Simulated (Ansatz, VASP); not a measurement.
# TiB2: VASP beside Ansatz

File INCAR:

```
SYSTEM = TiB2
PREC     = Accurate       ! precision mode
ENCUT    = 520            ! plane-wave cutoff, eV
EDIFF    = 1E-6           ! SCF threshold, eV
ISMEAR   = -1             ! smearing method
SIGMA    = 0.08           ! smearing width, eV
LREAL    = .FALSE.        ! projectors in reciprocal space
LASPH    = .TRUE.         ! aspherical terms in the spheres
NELM     = 60             ! most SCF steps
ALGO     = Normal         ! electronic algorithm
ISIF     = 2              ! what is computed and relaxed
LWAVE    = .FALSE.        ! write WAVECAR
LCHARG   = .TRUE.         ! write CHGCAR
GGA      = PS             ! functional
LELF     = .TRUE.         ! ELF
LVHAR    = .TRUE.       
NBANDS   = 16             ! bands
```

KPOINTS

```
regular mesh
0
G
  15 15 13
  0 0 0
```

Contents of POSCAR:

```
TiB2
1.0
    3.0088673998      0.0000000000      0.0000000000
   -1.5044336999      2.6057556048      0.0000000000
    0.0000000000      0.0000000000      3.2067322330
Ti B
1 2
Direct
    0.0000000000      0.0000000000      0.0000000000
    0.3333333333      0.6666666667      0.5000000000
    0.6666666667      0.3333333333      0.5000000000
```

Input for Ansatz:

```yaml
crystal:
  lattice:
    - [3.0088673998, 0.0, 0.0]
    - [-1.5044336999, 2.6057556048, 0.0]
    - [0.0, 0.0, 3.206732233]
  atoms:
    - { symbol: Ti, position: [0.0, 0.0, 0.0] }
    - { symbol: B, position: [0.3333333333, 0.6666666667, 0.5] }
    - { symbol: B, position: [0.6666666667, 0.3333333333, 0.5] }
kpoints:
  mp_grid: { grid: [15, 15, 13] }
  band_path:
    path:
      - [0.0, 0.0, 0.0]
      - [0.5, 0.0, 0.0]
      - [0.3333333333, 0.3333333333, 0.0]
      - [0.0, 0.0, 0.0]
      - [0.0, 0.0, 0.5]
      - [0.5, 0.0, 0.5]
      - [0.3333333333, 0.3333333333, 0.5]
      - [0.0, 0.0, 0.5]
      - [0.5, 0.0, 0.5]
    npoints: 5
scf:
  occupations: { method: fermi_dirac, width: 0.08 }
hamiltonian:
  xc: pbesol
  pseudopotentials: { kind: all_electron, lapw: { basis_error: 0.001 } }
output:
  forces: true
  stress: true
  eigenvalues: true
```

Change from the starting cell: volume scaled by 0.98.

Alike in both runs: task single point; functional PBEsol; k mesh 15 × 15 × 13; occupations fermi-dirac, width 0.08 eV; no spin polarisation.

|  | VASP | Ansatz |
| --- | --- | --- |
| version | VASP 6.6.1 | Ansatz 0.2.0 |
| potentials or method | VASP PAW PBE potentials, release 64 (Ti_sv, B), cutoff 520 eV | all-electron LAPW, scalar-relativistic |

```csv
,VASP,Ansatz,Ansatz less VASP
pressure (GPa),0.5,0.0,-0.44
"traceless stress, the component that is largest in VASP (GPa)",-2.77,-2.65,+0.120
```

VASP's potentials were made for PBE, not for PBEsol. Ansatz ran all-electron here, and VASP with PAW potentials.
